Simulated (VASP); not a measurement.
# TiS2 (l.A) in VASP: further runs

The runs below take TiS2 (l.A) through single point, with LDA.

All numbers are computed with VASP 6.6.1; they aren't measurements. Logs are shortened: lines on timing, memory, paths and dates and some standing lists are left out, and cuts for length are marked.

## Step 1: The cell of the first run

The cell holds a sheet with vacuum, 3 atoms: a = 3.400 Å, b = 3.400 Å, c = 16.860 Å, α = 90.00°, β = 90.00°, γ = 120.00°.

## Step 2: Single point, LDA

The input, INCAR:

```
  ALGO = Normal
  DIPOL = 0.5 0.5 0.500
  EDIFF = 1E-6
  ENCUT = 400
  GGA = CA
  GGA_COMPAT = F
  IDIPOL = 3
  ISIF = 2
  ISMEAR = 0
  LASPH = T
  LCHARG = F
  LDIPOL = T
  LREAL = F
  LWAVE = F
  NBANDS = 19
  NELM = 120
  NELMDL = -8
  PREC = Accurate
  SIGMA = 0.08
```

The input, KPOINTS:

```
k-points
0
Gamma
  12 12 1
```

The input, POSCAR:

```
TiS2
1.0
    3.4000000000      0.0000000000      0.0000000000
   -1.7000000000      2.9444863729      0.0000000000
    0.0000000000      0.0000000000     16.8600000000
S Ti
2 1
Direct
    0.3333330000      0.6666670000      0.4151838671
    0.6666670000      0.3333330000      0.5848161329
    0.0000000000      0.0000000000      0.5000000000
```

Potentials or basis: VASP PAW LDA potentials, release 64 (S, Ti_sv).

On the command line:

```console
cat potpaw_LDA.64/S/POTCAR potpaw_LDA.64/Ti_sv/POTCAR > POTCAR
mpirun -np 1 vasp_std > vasp.out
```

OUTCAR:

```text
EDIFF = 1E-6
   ENCUT = 400
   GGA = CA
   ISIF = 2
   ISMEAR = 0
   LASPH = T
   LREAL = F
   NELM = 120
   NELMDL = -8
   PREC = Accurate

 ion  position               nearest neighbor table
   1  0.333  0.667  0.415-   3 2.43   3 2.43   3 2.43
   2  0.667  0.333  0.585-   3 2.43   3 2.43   3 2.43
   3  0.000  0.000  0.500-   1 2.43   2 2.43   2 2.43   1 2.43   2 2.43   1 2.43

  LATTYP: Found a hexagonal cell.
 ALAT       =     3.4000000000
 C/A-ratio  =     4.9588235294

  Lattice vectors:

 A1 = (   3.4000000000,   0.0000000000,   0.0000000000)
 A2 = (  -1.7000000000,   2.9444863729,   0.0000000000)
 A3 = (   0.0000000000,   0.0000000000,  16.8600000000)

Analysis of symmetry for initial positions (statically):
=====================================================================
 Subroutine PRICEL returns:
 Original cell was already a primitive cell.

 Routine SETGRP: Setting up the symmetry group for a
 hexagonal supercell.

 Subroutine GETGRP returns: Found 12 space group operations
 (whereof 12 operations were pure point group operations)
 out of a pool of 24 trial point group operations.

The static configuration has the point symmetry D_3d.

Analysis of symmetry for dynamics (positions and initial velocities):
=====================================================================
 Subroutine PRICEL returns:
 Original cell was already a primitive cell.

 Routine SETGRP: Setting up the symmetry group for a
 hexagonal supercell.

 Subroutine GETGRP returns: Found 12 space group operations
 (whereof 12 operations were pure point group operations)
 out of a pool of 24 trial point group operations.

The dynamic configuration has the point symmetry D_3d.

 Subroutine INISYM returns: Found 12 space group operations
 (whereof 12 operations are pure point group operations),
 and found     1 'primitive' translations

----------------------------------------------------------------------------------------

                                     Primitive cell

  volume of cell :     168.7897

  direct lattice vectors                    reciprocal lattice vectors
     3.400000000  0.000000000  0.000000000     0.294117647  0.169808903  0.000000000
    -1.700000000  2.944486373  0.000000000     0.000000000  0.339617805  0.000000000
     0.000000000  0.000000000 16.860000000     0.000000000  0.000000000  0.059311981

  length of vectors
     3.400000000  3.400000000 16.860000000     0.339617805  0.339617805  0.059311981

  position of ions in fractional coordinates (direct lattice)
     0.333333000  0.666667000  0.415183867
[... 81 lines left out ...]
   ISYM   =      2    0-nonsym 1-usesym 2-fastsym
   POTIM  = 0.5000    time-step for ionic-motion
   TEBEG  =    0.0;   TEEND  =   0.0 temperature during run
   PSTRESS=    0.0 pullay stress
   NELECT =      24.0000    total number of electrons
   NUPDOWN=      -1.0000    fix difference up-down
   EMIN   =  10.00;   EMAX   =-10.00  energy-range for DOS
   EFERMI =   0.00;   METHOD = LEGACY
   ISMEAR =     0;   SIGMA  =   0.08  broadening in eV -4-tet -1-fermi 0-gaus
   EFERMI_NEDOS =   21; number of points for ismear=-14 and -15
   IALGO  =     38    algorithm
   IMIX   =      4    mixing-type and parameters
     AMIX     =   0.40;   BMIX     =  1.00
     AMIX_MAG =   1.60;   BMIX_MAG =  1.00
  volume/ion in A,a.u.               =      56.26       379.68
  Fermi-wavevector in a.u.,A,eV,Ry     =   0.854470  1.614713  9.933860  0.730118
  Thomas-Fermi vector in A             =   1.971071
   LORBIT       =      0    0 simple, 1 ext, 2 COOP (PROOUT), +10 PAW based schemes
   GGA     = CA    functional components
   LHFCALC =     F    Hartree Fock is set to
   AEXX    =    0.0000 exact exchange contribution
   IVDW    =     0    specifies the selected vdW correction
   LEPSILON=     F    determine dielectric tensor
   LRPA    =     F    only Hartree local field effects (RPA)
 non-spin polarized calculation
 Gauss-broadening in eV      SIGMA  =   0.08
  energy-cutoff  :      400.00
  volume of cell :      168.79
 maximum number of plane-waves:      3115
 NGX is ok and might be reduce to    24
   NGX = 11   NGY = 11   NGZ = 55

 number of electron      23.9999995 magnetization

 dipolmoment           0.000000      0.000000     -0.000000 electrons x Angstroem

 Free energy of the ion-electron system (eV)
  ---------------------------------------------------
  ext. energy  EPLUGINS =         0.00000000
  ---------------------------------------------------
  free energy    TOTEN  =       -21.77754379 eV

  energy without entropy =      -21.77551472  energy(sigma->0) =      -21.77652925

 E-fermi :  -2.1810     XC(G=0):  -4.1382

 val. band max:       -2.4998494221   @ k =   0.0833  -0.0000   0.0000
 cond. band min:      -2.1633422573   @ k =   0.5000  -0.0000   0.0000
 fundamental gap:      0.3365071648
 Fermi energy:        -2.1809969575

 k-point     1 :       0.0000    0.0000    0.0000
  band No.  band energies     occupation
      1     -59.1022      2.00000
      2     -35.7302      2.00000
      3     -35.6757      2.00000
      4     -35.6757      2.00000
      5     -15.6062      2.00000
      6     -14.4066      2.00000
[... 395 lines left out ...]
      6     -13.8766      2.00000
[... 11 lines left out ...]
     18       5.3958      0.00000
     19       6.0558      0.00000

------------------------ aborting loop because EDIFF is reached ----------------------------------------

 vacuum level on the upper side and lower side of the slab       (xc-potential included)        -0.124        -0.124

  FORCE on cell =-STRESS in cart. coord.  units (eV):
  Direction    XX          YY          ZZ          XY          YZ          ZX
  --------------------------------------------------------------------------------------
  -------------------------------------------------------------------------------------
  Total       -2.2890326     -2.2890326     -1.6929568      0.0000000      0.0000000      0.0000000
  in kB      -21.7278386    -21.7278386    -16.0697984      0.0000000      0.0000000      0.0000000
  external PRESSURE =     -19.8418252 kB  Pullay stress =       0.0000000 kB

 VOLUME and BASIS-vectors are now :
 -----------------------------------------------------------------------------
  energy-cutoff  :      400.00
  volume of cell :      168.79
      direct lattice vectors                 reciprocal lattice vectors
     3.400000000  0.000000000  0.000000000     0.294117647  0.169808903  0.000000000
    -1.700000000  2.944486373  0.000000000     0.000000000  0.339617805  0.000000000
     0.000000000  0.000000000 16.860000000     0.000000000  0.000000000  0.059311981

 POSITION                                       TOTAL-FORCE (eV/Angst)
 -----------------------------------------------------------------------------------
     -0.00000      1.96299      7.00000         0.000000      0.000000      0.560863
      1.70000      0.98149      9.86000        -0.000000     -0.000000     -0.560863
      0.00000      0.00000      8.43000         0.000000      0.000000      0.000000
 -----------------------------------------------------------------------------------
    total drift:                                0.000000     -0.000000      0.000000

  FREE ENERGIE OF THE ION-ELECTRON SYSTEM (eV)
  ---------------------------------------------------
  free  energy   TOTEN  =       -21.7775437852 eV

  energy  without entropy=      -21.7755147225  energy(sigma->0) =      -21.77652925

 vacuum level on the upper side and lower side of the slab         3.734         3.734
```

It took 1.9 min on 1 thread of AMD EPYC 7R43 (Zen 3), shared host; peak memory 0.17 GiB.

What came out:

```
Free energy            : -21.7775 eV
Largest force          : 0.561 eV/Å
Band gap on the k mesh : zero (band 12 reaches -2.07 eV, above the bottom of band 13 at -2.16 eV)
```

Forces in eV/Å, atoms in the order of the input:
```
S    0.000  0.000  0.561
S    0.000  0.000 -0.561
Ti   0.000  0.000  0.000
```

## Step 3: Single point, LDA

This run uses another cell than the first one, of 93.88 Å³/atom, 1.669 times its volume.

The input, INCAR:

```
SYSTEM = TiS2
  ALGO = Normal
  DIPOL = 0.5 0.5 0.286
  EDIFF = 1E-6
  ENCUT = 400
  GGA = CA
  GGA_COMPAT = .False.
  IDIPOL = 3
  ISIF = 2
  ISMEAR = 0
  LASPH = .True.
  LCHARG = .True.
  LDIPOL = .True.
  LELF = .True.
  LREAL = .False.
  LVACPOTAV = .True.
  LVHAR = .True.
  LWAVE = .False.
  NBANDS = 19
  NELM = 120
  NELMDL = -8
  PREC = Accurate
  SIGMA = 0.08
```

The input, KPOINTS:

```
k-points
0
Gamma
  12 12 1
  0 0 0
```

The input, POSCAR:

```
TiS2
1.0
    3.3190777038      0.0000000000      0.0000000000
   -1.6595388519      2.8744056086      0.0000000000
    0.0000000000      0.0000000000     29.5200000028
S Ti
2 1
Direct
    0.3333333333      0.6666666667      0.2376030853
    0.6666666667      0.3333333333      0.3335351260
    0.0000000000      0.0000000000      0.2855691057
```

Potentials or basis: VASP PAW LDA potentials, release 64 (S, Ti_sv).

On the command line:

```console
cat potpaw_LDA.64/S/POTCAR potpaw_LDA.64/Ti_sv/POTCAR > POTCAR
mpirun -np 1 vasp_std > vasp.out
```

Wall time 3.7 min (1 thread of AMD EPYC 7R43 (Zen 3), shared host); peak memory 0.23 GiB.

The run converged. Its results:

```
Free energy            : -21.8377 eV
Largest force          : 0.025 eV/Å
Band gap on the k mesh : zero (band 12 reaches -3.40 eV, above the bottom of band 13 at -3.67 eV)
```

Forces in eV/Å, atoms in the order of the input:
```
S    0.000  0.000 -0.025
S    0.000  0.000  0.025
Ti   0.000  0.000  0.000
```

Levels at points of the mesh, in eV from the Fermi level:
| k point | band 9 | band 10 | band 11 | band 12 | band 13 | band 14 | band 15 | band 16 |
| --- | --- | --- | --- | --- | --- | --- | --- | --- |
| (0.00, 0.00, 0.00) | -2.70 | -1.52 | 0.28 | 0.28 | 0.53 | 0.53 | 1.10 | 3.99 |
| (0.50, 0.00, 0.00) | -2.97 | -2.72 | -1.93 | -1.22 | 0.01 | 1.74 | 2.19 | 3.98 |
